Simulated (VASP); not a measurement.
# Te2Mo (P-6m2) in VASP: further runs, part 2 of 2

VASP 6.6.1.

### 3 Single point, r2SCAN

The input, POSCAR:

```
Te2Mo
1.0
    3.5370852669      0.0000000000      0.0000000000
   -1.7685426335      3.0632056965      0.0000000000
    0.0000000000      0.0000000000      7.8268952034
Te Mo
2 1
Direct
    0.3333333333      0.6666666667      0.7705215857
    0.3333333333      0.6666666667      0.2294784143
    0.0000000000      0.0000000000      0.0000000000
```

The input, INCAR.step1:

```
ALGO     = Normal         # electronic algorithm
EDIFF    = 1E-4           # SCF threshold, eV
ENCUT    = 520            # plane-wave cutoff, eV
GGA      = PE             # functional
ISMEAR   = 0              # smearing method
LASPH    = T              # aspherical terms in the spheres
LCHARG   = F              # write CHGCAR
LREAL    = F              # projectors in reciprocal space
LWAVE    = T              # write WAVECAR
NBANDS   = 20             # bands
NELM     = 60             # most SCF steps
PREC     = Accurate       # precision mode
SIGMA    = 0.01           # smearing width, eV
```

The input, INCAR.step2:

```
ALGO     = Normal         # electronic algorithm
EDIFF    = 1E-7           # SCF threshold, eV
ENCUT    = 520            # plane-wave cutoff, eV
ISIF     = 2              # what is computed and relaxed
ISMEAR   = 0              # smearing method
ISTART   = 1            
LASPH    = T              # aspherical terms in the spheres
LCHARG   = F              # write CHGCAR
LMIXTAU  = T            
LREAL    = F              # projectors in reciprocal space
LWAVE    = F              # write WAVECAR
METAGGA  = R2SCAN         # meta-GGA
NBANDS   = 20             # bands
NELM     = 60             # most SCF steps
PREC     = Accurate       # precision mode
SIGMA    = 0.01           # smearing width, eV
```

The input, KPOINTS:

```
k-points
0
Gamma
  12 12 4
```

Potentials or basis: VASP PAW PBE potentials, release 64 (Te, Mo_sv).

Started as:

```bash
cat potpaw_PBE.64/Te/POTCAR potpaw_PBE.64/Mo_sv/POTCAR > POTCAR
cp INCAR.step1 INCAR
mpirun -np 1 vasp_std > vasp.out
cp INCAR.step2 INCAR
mpirun -np 1 vasp_std > vasp.out
```

OUTCAR:

```text
EDIFF = 1E-7
   ENCUT = 520
   ISIF = 2
   ISMEAR = 0
   ISTART = 1
   LASPH = T
   LREAL = F
   METAGGA = R2SCAN
   NELM = 60
   PREC = Accurate

 ion  position               nearest neighbor table
   1  0.333  0.667  0.771-   3 2.72   3 2.72   3 2.72   2 3.59
   2  0.333  0.667  0.229-   3 2.72   3 2.72   3 2.72   1 3.59
   3  0.000  0.000  0.000-   1 2.72   2 2.72   1 2.72   2 2.72   1 2.72   2 2.72

  LATTYP: Found a hexagonal cell.
 ALAT       =     3.5370852669
 C/A-ratio  =     2.2128093085

  Lattice vectors:

 A1 = (   3.5370852669,   0.0000000000,   0.0000000000)
 A2 = (  -1.7685426335,   3.0632056965,   0.0000000000)
 A3 = (   0.0000000000,   0.0000000000,   7.8268952034)

Analysis of symmetry for initial positions (statically):
=====================================================================
 Subroutine PRICEL returns:
 Original cell was already a primitive cell.

 Routine SETGRP: Setting up the symmetry group for a
 hexagonal supercell.

 Subroutine GETGRP returns: Found 12 space group operations
 (whereof 12 operations were pure point group operations)
 out of a pool of 24 trial point group operations.

The static configuration has the point symmetry D_3h.

Analysis of symmetry for dynamics (positions and initial velocities):
=====================================================================
 Subroutine PRICEL returns:
 Original cell was already a primitive cell.

 Routine SETGRP: Setting up the symmetry group for a
 hexagonal supercell.

 Subroutine GETGRP returns: Found 12 space group operations
 (whereof 12 operations were pure point group operations)
 out of a pool of 24 trial point group operations.

The dynamic configuration has the point symmetry D_3h.

 Subroutine INISYM returns: Found 12 space group operations
 (whereof 12 operations are pure point group operations),
 and found     1 'primitive' translations

----------------------------------------------------------------------------------------

                                     Primitive cell

  volume of cell :      84.8030

  direct lattice vectors                    reciprocal lattice vectors
     3.537085267  0.000000000  0.000000000     0.282718658  0.163227693  0.000000000
    -1.768542634  3.063205696  0.000000000     0.000000000  0.326455387  0.000000000
     0.000000000  0.000000000  7.826895203     0.000000000  0.000000000  0.127764583

  length of vectors
     3.537085267  3.537085267  7.826895203     0.326455387  0.326455387  0.127764583

  position of ions in fractional coordinates (direct lattice)
     0.333333333  0.666666667  0.770521586
     0.333333333  0.666666667  0.229478414
     0.000000000  0.000000000  0.000000000

  ion indices of the primitive-cell ions
   primitive index   ion index
                 1           1
                 2           2
                 3           3

----------------------------------------------------------------------------------------

 KPOINTS: k-points

Automatic generation of k-mesh.
 Grid dimensions read from file:
 generate k-points for:   12   12    4

 Generating k-lattice:

  Cartesian coordinates                     Fractional coordinates (reciprocal lattice)
     0.023559888  0.013602308  0.000000000     0.083333333  0.000000000  0.000000000
     0.000000000  0.027204616  0.000000000     0.000000000  0.083333333  0.000000000
     0.000000000  0.000000000  0.031941146     0.000000000  0.000000000  0.250000000

  Length of vectors
     0.027204616  0.027204616  0.031941146

  Shift w.r.t. Gamma in fractional coordinates (k-lattice)
     0.000000000  0.000000000  0.000000000

 Subroutine IBZKPT returns following result:
 ===========================================

 Found     57 irreducible k-points:

 Following reciprocal coordinates:
            Coordinates               Weight
  0.000000  0.000000  0.000000      1.000000
  0.083333  0.000000  0.000000      6.000000
  0.166667  0.000000  0.000000      6.000000
  0.250000  0.000000  0.000000      6.000000
  0.333333 -0.000000  0.000000      6.000000
  0.416667  0.000000  0.000000      6.000000
[... 16 lines left out ...]
  0.250000  0.000000  0.250000     12.000000
  0.333333 -0.000000  0.250000     12.000000
 [... further k-points ...]
   k-points           NKPTS =     57   k-points in BZ     NKDIM =     57   number of bands    NBANDS=     20
   number of dos      NEDOS =    301   number of ions     NIONS =      3
   total plane-waves  NPLWV =  47040
   dimension x,y,z NGX =    28 NGY =   28 NGZ =   60
   dimension x,y,z NGXF=    56 NGYF=   56 NGZF=  120
   ions per type =               2   1
   NGX,Y,Z   is equivalent  to a cutoff of  13.16, 13.16, 12.74 a.u.
   NGXF,Y,Z  is equivalent  to a cutoff of  26.32, 26.32, 25.49 a.u.
 SYSTEM =  unknown system
   PREC   = accura    normal or accurate (medium, high low for compatibility)
   ISTART =      1    job   : 0-new  1-cont  2-samecut
   ICHARG =      0    charge: 1-file 2-atom 10-const
   ISPIN  =      1    spin polarized calculation?
   LNONCOLLINEAR =      F non collinear calculations
   LSORBIT =      F    spin-orbit coupling
   LASPH  =      T    aspherical Exc in radial PAW
   ENCUT  =  520.0 eV  38.22 Ry    6.18 a.u.   6.58  6.58 14.55*2*pi/ulx,y,z
   NELM   =     60;   NELMIN=  2; NELMDL=  0     # of ELM steps
   EDIFF  = 0.1E-06   stopping-criterion for ELM
   LREAL  =      F    real-space projection
   EDIFFG = 0.1E-05   stopping-criterion for IOM
   NSW    =      0    number of steps for IOM
   IBRION =     -1    ionic relax: 0-MD 1-quasi-New 2-CG
   NFREE  =      0    steps in history (QN), initial steepest desc. (CG)
   ISIF   =      2    stress and relaxation
   ISYM   =      2    0-nonsym 1-usesym 2-fastsym
   POTIM  = 0.5000    time-step for ionic-motion
   TEBEG  =    0.0;   TEEND  =   0.0 temperature during run
   PSTRESS=    0.0 pullay stress
   NELECT =      26.0000    total number of electrons
   NUPDOWN=      -1.0000    fix difference up-down
   EMIN   =  10.00;   EMAX   =-10.00  energy-range for DOS
   EFERMI =   0.00;   METHOD = LEGACY
   ISMEAR =     0;   SIGMA  =   0.01  broadening in eV -4-tet -1-fermi 0-gaus
   EFERMI_NEDOS =   21; number of points for ismear=-14 and -15
   IALGO  =     38    algorithm
   IMIX   =      4    mixing-type and parameters
     AMIX     =   0.40;   BMIX     =  1.00
     AMIX_MAG =   1.60;   BMIX_MAG =  1.00
  volume/ion in A,a.u.               =      28.27       190.76
  Fermi-wavevector in a.u.,A,eV,Ry     =   1.103898  2.086064 16.579929  1.218590
  Thomas-Fermi vector in A             =   2.240363
   LORBIT       =      0    0 simple, 1 ext, 2 COOP (PROOUT), +10 PAW based schemes
   METAGGA = R2SCAN    functional components
   LHFCALC =     F    Hartree Fock is set to
   AEXX    =    0.0000 exact exchange contribution
   IVDW    =     0    specifies the selected vdW correction
   LEPSILON=     F    determine dielectric tensor
   LRPA    =     F    only Hartree local field effects (RPA)
 non-spin polarized calculation
 Gauss-broadening in eV      SIGMA  =   0.01
  energy-cutoff  :      520.00
  volume of cell :       84.80
 maximum number of plane-waves:      2327
 NGX is ok and might be reduce to    28
   NGX = 13   NGY = 13   NGZ = 29

 number of electron      25.9999996 magnetization

 Free energy of the ion-electron system (eV)
  ---------------------------------------------------
  ext. energy  EPLUGINS =         0.00000000
  ---------------------------------------------------
  free energy    TOTEN  =       -77.77646324 eV

  energy without entropy =      -77.77646324  energy(sigma->0) =      -77.77646324

 E-fermi :   6.6100     XC(G=0): -10.1629

 val. band max:        6.4227670799   @ k =   0.3333   0.3333   0.5000
 cond. band min:       7.5608503544   @ k =   0.3333   0.3333   0.0000
 fundamental gap:      1.1380832745
 Fermi energy:         6.6099796429

 k-point     1 :       0.0000    0.0000    0.0000
  band No.  band energies     occupation
      1     -56.2314      2.00000
      2     -29.6676      2.00000
      3     -29.5557      2.00000
      4     -29.5557      2.00000
      5      -6.8319      2.00000
      6      -5.6859      2.00000
[... 12 lines left out ...]
     19      13.4460      0.00000
[... 513 lines left out ...]
      4     -29.5793      2.00000
      5      -5.4025      2.00000
      6      -4.8027      2.00000
[... 12 lines left out ...]
     19      13.0983      0.00000
     20      13.6085      0.00000

 [... further k-points ...]

------------------------ aborting loop because EDIFF is reached ----------------------------------------

  FORCE on cell =-STRESS in cart. coord.  units (eV):
  Direction    XX          YY          ZZ          XY          YZ          ZX
  --------------------------------------------------------------------------------------
  -------------------------------------------------------------------------------------
  Total        0.6099249      0.6099249      0.5667648     -0.0000000     -0.0000000      0.0000000
  in kB       11.5232709     11.5232709     10.7078492     -0.0000000     -0.0000000      0.0000000
  external PRESSURE =      11.2514637 kB  Pullay stress =       0.0000000 kB

 VOLUME and BASIS-vectors are now :
 -----------------------------------------------------------------------------
  energy-cutoff  :      520.00
  volume of cell :       84.80
      direct lattice vectors                 reciprocal lattice vectors
     3.537085267  0.000000000  0.000000000     0.282718658  0.163227693  0.000000000
    -1.768542634  3.063205696  0.000000000     0.000000000  0.326455387  0.000000000
     0.000000000  0.000000000  7.826895203     0.000000000  0.000000000  0.127764583

 POSITION                                       TOTAL-FORCE (eV/Angst)
 -----------------------------------------------------------------------------------
     -0.00000      2.04214      6.03079        -0.000000      0.000000     -0.008446
     -0.00000      2.04214      1.79610        -0.000000     -0.000000      0.008446
      0.00000      0.00000      0.00000         0.000000      0.000000      0.000000
 -----------------------------------------------------------------------------------
    total drift:                                0.000000     -0.000000     -0.000000

  FREE ENERGIE OF THE ION-ELECTRON SYSTEM (eV)
  ---------------------------------------------------
  free  energy   TOTEN  =       -77.7764632383 eV

  energy  without entropy=      -77.7764632383  energy(sigma->0) =      -77.77646324
```

Wall time 20 min (1 thread of AMD EPYC 7R13, shared host); peak memory 0.25 GiB.

What came out:

| Quantity | Value |
| --- | --- |
| Free energy | -77.7765 eV |
| Pressure | 1.1 GPa |
| Largest force | 0.008 eV/Å |
| Band gap on the k mesh | 1.14 eV (least direct gap 1.16 eV) |

Forces in eV/Å, atoms in the order of the input:
```
Te   0.000  0.000 -0.008
Te   0.000  0.000  0.008
Mo   0.000  0.000  0.000
```

Stress tensor (GPa, compression positive):
```
1.15 0.00 0.00
0.00 1.15 0.00
0.00 0.00 1.07
```

Levels at points of the mesh, in eV from the valence-band top:
```tsv
k point	band 11	band 12	band 13	band 14	band 15	band 16
(0.00, 0.00, 0.00)	-1.01	-1.01	-0.79	3.24	3.24	3.47
(0.50, 0.00, 0.00)	-1.47	-0.96	-0.48	1.48	1.75	3.74
(0.00, 0.00, 0.50)	-1.02	-1.02	-0.17	3.16	3.16	3.56
(0.50, 0.00, 0.50)	-2.14	-0.66	-0.42	1.49	1.92	3.13
```

Caveat: the PAW data sets were made with another functional, which shifts forces and pressure a little; spin-orbit coupling is left out, which moves the levels of the heavy elements.
